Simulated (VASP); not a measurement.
Set up this calculation in VASP 6.6.1, as the native input.

```
Task                   : single point
Functional             : PBE
Potentials or basis    : VASP PAW PBE potentials, release 64 (Mg, Cd, Te)
Cutoff                 : 520 eV
k mesh                 : 4 × 2 × 2
Occupations            : gaussian, width 0.1 eV
Spin                   : no spin polarisation
Dipole correction      : no
Further INCAR settings : ALGO = Normal; EDIFF = 1e-07; NBANDS = 46
```

The structure of Mg2CdTe3 lies in POSCAR:

```
Mg2CdTe3
1.0
    4.6332197149      0.0000000000      0.0000000000
    0.0000000001      8.0249719489      0.0000000000
    0.0000000000      0.0000000000     11.3162892185
Mg Cd Te
4 2 6
Direct
    0.0000000000      0.0000000000      0.9993957143
    0.5000000000      0.5000000000      0.9993957143
    0.0000000000      0.3333333333      0.6692521004
    0.5000000000      0.8333333333      0.6692521004
    0.5000000000      0.1666666667      0.3320895147
    0.0000000000      0.6666666667      0.3320895147
    0.5000000000      0.1666666667      0.0791733474
    0.0000000000      0.6666666667      0.0791733474
    0.0000000000      0.3333333333      0.4201981865
    0.5000000000      0.8333333333      0.4201981865
    0.0000000000      0.0000000000      0.7498911367
    0.5000000000      0.5000000000      0.7498911367
```

One way to write it, as run:

INCAR

```
SYSTEM = Mg2CdTe3
PREC = Accurate
ENCUT = 520
EDIFF = 1E-7
ISMEAR = 0
SIGMA = 0.1
LREAL = .FALSE.
LASPH = .TRUE.
NELM = 80
ALGO = Normal
ISIF = 2
LWAVE = .FALSE.
LCHARG = .FALSE.
GGA = PE
NBANDS = 46
```

KPOINTS

```
regular mesh
0
G
  4 2 2
  0 0 0
```

Potentials or basis: VASP PAW PBE potentials, release 64 (Mg, Cd, Te).

Run with:

```bash
$ cat potpaw_PBE.64/Mg/POTCAR potpaw_PBE.64/Cd/POTCAR potpaw_PBE.64/Te/POTCAR > POTCAR
$ mpirun -np 1 vasp_std > vasp.out
```

It gave:

```json
{"Pressure": "0.0 GPa", "Largest force": "0.032 eV/Å", "Band gap on the k mesh": "1.45 eV"}
```

Caveat: spin-orbit coupling is left out, which moves the levels of the heavy elements.

It took 11 min on 1 thread of Intel Xeon 8259CL, on a shared host, peak memory 0.56 GiB.
